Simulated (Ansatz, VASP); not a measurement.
# Sr3InN3: VASP beside Ansatz

Contents of INCAR:

```
PREC     = Accurate       # precision mode
ENCUT    = 520            # plane-wave cutoff, eV
EDIFF    = 1E-8           # SCF threshold, eV
ISMEAR   = -1             # smearing method
SIGMA    = 0.02           # smearing width, eV
LREAL    = F              # projectors in reciprocal space
LASPH    = T              # aspherical terms in the spheres
NELM     = 100            # most SCF steps
ALGO     = Normal         # electronic algorithm
ISIF     = 2              # what is computed and relaxed
LWAVE    = F              # write WAVECAR
LCHARG   = F              # write CHGCAR
GGA      = PE             # functional
LEFG     = T            
NBANDS   = 71             # bands
```

KPOINTS

```
Automatic mesh
0
Gamma
  4 4 5
```

File POSCAR:

```
Sr3InN3
1.0
    7.8489397719      0.0000000000      0.0000000000
   -3.9244698860      6.7973812353      0.0000000000
    0.0000000000      0.0000000000      5.4809590000
Sr In N
6 2 6
Direct
    0.9304920100      0.6512870100      0.2500000000
    0.7207950000      0.0695079900      0.2500000000
    0.3487129900      0.2792050000      0.2500000000
    0.0695079900      0.3487129900      0.7500000000
    0.2792050000      0.9304920100      0.7500000000
    0.6512870100      0.7207950000      0.7500000000
    0.6666666667      0.3333333333      0.7500000000
    0.3333333333      0.6666666667      0.2500000000
    0.9230590100      0.6197030100      0.7500000000
    0.6966440000      0.0769409900      0.7500000000
    0.3802969900      0.3033560000      0.7500000000
    0.0769409900      0.3802969900      0.2500000000
    0.3033560000      0.9230590100      0.2500000000
    0.6197030100      0.6966440000      0.2500000000
```

Input for Ansatz:

```yaml
crystal:
  lattice:
    - [7.8489397719, 0.0, 0.0]
    - [-3.924469886, 6.7973812353, 0.0]
    - [0.0, 0.0, 5.480959]
  atoms:
    - { symbol: Sr, position: [0.93049201, 0.65128701, 0.25] }
    - { symbol: Sr, position: [0.720795, 0.06950799, 0.25] }
    - { symbol: Sr, position: [0.34871299, 0.279205, 0.25] }
    - { symbol: Sr, position: [0.06950799, 0.34871299, 0.75] }
    - { symbol: Sr, position: [0.279205, 0.93049201, 0.75] }
    - { symbol: Sr, position: [0.65128701, 0.720795, 0.75] }
    - { symbol: In, position: [0.6666666667, 0.3333333333, 0.75] }
    - { symbol: In, position: [0.3333333333, 0.6666666667, 0.25] }
    - { symbol: "N", position: [0.92305901, 0.61970301, 0.75] }
    - { symbol: "N", position: [0.696644, 0.07694099, 0.75] }
    - { symbol: "N", position: [0.38029699, 0.303356, 0.75] }
    - { symbol: "N", position: [0.07694099, 0.38029699, 0.25] }
    - { symbol: "N", position: [0.303356, 0.92305901, 0.25] }
    - { symbol: "N", position: [0.61970301, 0.696644, 0.25] }
kpoints:
  mp_grid: { grid: [4, 4, 5] }
scf:
  occupations: { method: fermi_dirac, width: 0.02 }
hamiltonian:
  xc: pbe
  pseudopotentials: { kind: paw }
output:
  forces: true
  stress: true
  populations: true
  efg:
    quadrupole_moments_barn: { Sr: 0.305, In: 0.772, "N": 0.02044 }
    contact_densities: true
```

Alike in both runs: task electric field gradients; functional PBE; k mesh 4 × 4 × 5; occupations fermi-dirac, width 0.02 eV; no spin polarisation.

```csv
,VASP,Ansatz
version,VASP 6.6.1,Ansatz 0.2.0
potentials or method,"VASP PAW PBE potentials, release 64 (Sr_sv, In_d, N)","plane-wave PAW, scalar-relativistic"
plane-wave cutoff (eV),520,420
valence electrons in the cell,116,116
```

```tsv
	VASP	Ansatz	Ansatz less VASP
pressure (GPa)	0.0	-0.3	-0.28
rms of the force components (eV/Å)	0.003	0.008	+0.0051
size of Vzz on the site where it differs most (V/Å²)	261.6	287.7	+26.13
```

Atom by atom the forces differ by 0.006 eV/Å (rms over components). The functional is the same, so the differences come from potentials, cutoffs and numerics.
